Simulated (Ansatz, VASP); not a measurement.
## One calculation of BaF2, two programs

```
CELL_PARAMETERS angstrom
-0.03100 3.08455 3.08455
3.08455 -0.03100 3.08455
3.08455 3.08455 -0.03100
ATOMIC_POSITIONS crystal
Ba 0.00000 0.00000 0.00000
F 0.25000 0.25000 0.25000
F 0.75000 0.75000 0.75000
```

Change from the starting cell: equal xy, yz and zx shear strains of -1 %.

Alike in both runs: task single point; functional LDA; k mesh 8 × 8 × 8; occupations fermi-dirac, width 0.01 eV; no spin polarisation.

```csv
,VASP,Ansatz
version,VASP 6.6.1,Ansatz 0.2.0
potentials or method,"VASP PAW LDA potentials, release 64 (Ba_sv, F), cutoff 600 eV","all-electron LAPW, scalar-relativistic"
```

|  | VASP | Ansatz | Ansatz less VASP |
| --- | --- | --- | --- |
| gap on the k mesh at the Fermi level (eV) | 6.39 | 6.44 | +0.056 |
| pressure (GPa) | -3.4 | -4.5 | -1.09 |
| traceless stress, the component that is largest in VASP (GPa) | 0.36 | 0.30 | -0.059 |
| rms of the force components (eV/Å) | 0.021 | 0.015 | -0.0068 |

LDA's correlation is that of Perdew and Zunger in VASP and of Perdew and Wang (1992) in Ansatz. Atom by atom the forces differ by 0.007 eV/Å (rms over components). Ansatz ran all-electron here, and VASP with PAW potentials.

Neither program's run includes spin-orbit coupling.
